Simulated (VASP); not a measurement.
Wanted: the native input for a VASP 6.6.1 run.

| Item | Value |
| --- | --- |
| Task | single point |
| Functional | PBEsol |
| Potentials or basis | VASP PAW PBE potentials, release 64 (Te, Cd) |
| Cutoff | 500 eV |
| k mesh | 7 × 7 × 7 |
| Occupations | fermi-dirac, width 0.05 eV |
| Spin | no spin polarisation |
| Dipole correction | no |
| Further INCAR settings | ALGO = Normal; EDIFF = 1e-06; NBANDS = 16 |

The structure of CdTe lies in POSCAR:

```
CdTe
1.0
    0.0000000000      2.9074595418      2.9074595418
    2.9074595418      0.0000000000      2.9074595418
    2.9074595418      2.9074595418      0.0000000000
Te Cd
1 1
Direct
    0.7500000000      0.7500000000      0.7500000000
    0.0000000000      0.0000000000      0.0000000000
```

These files were run (other wordings do the same):

INCAR

```
PREC = Accurate
ENCUT = 500
EDIFF = 1E-6
ISMEAR = -1
SIGMA = 0.05
LREAL = False
LASPH = True
NELM = 120
ALGO = Normal
ISIF = 2
LWAVE = False
LCHARG = False
GGA = PS
NBANDS = 16
GGA_COMPAT = False
```

KPOINTS

```
regular mesh
0
Gamma
  7 7 7
```

Potentials or basis: VASP PAW PBE potentials, release 64 (Te, Cd).

Run with:

```sh
$ cat potpaw_PBE.64/Te/POTCAR potpaw_PBE.64/Cd/POTCAR > POTCAR
$ mpirun -np 1 vasp_std > vasp.out
```

Results of the run:

- Pressure: 30.6 GPa
- Band gap on the k mesh: 1.59 eV, indirect (least direct gap 1.65 eV)

Caveat: the PAW data sets were made with another functional, which shifts forces and pressure a little; spin-orbit coupling is left out, which moves the levels of the heavy elements.

Run time: 12 s on 1 thread of Intel(R) Xeon(R) 6975P-C (Granite Rapids) (shared host), peak memory 0.17 GiB.
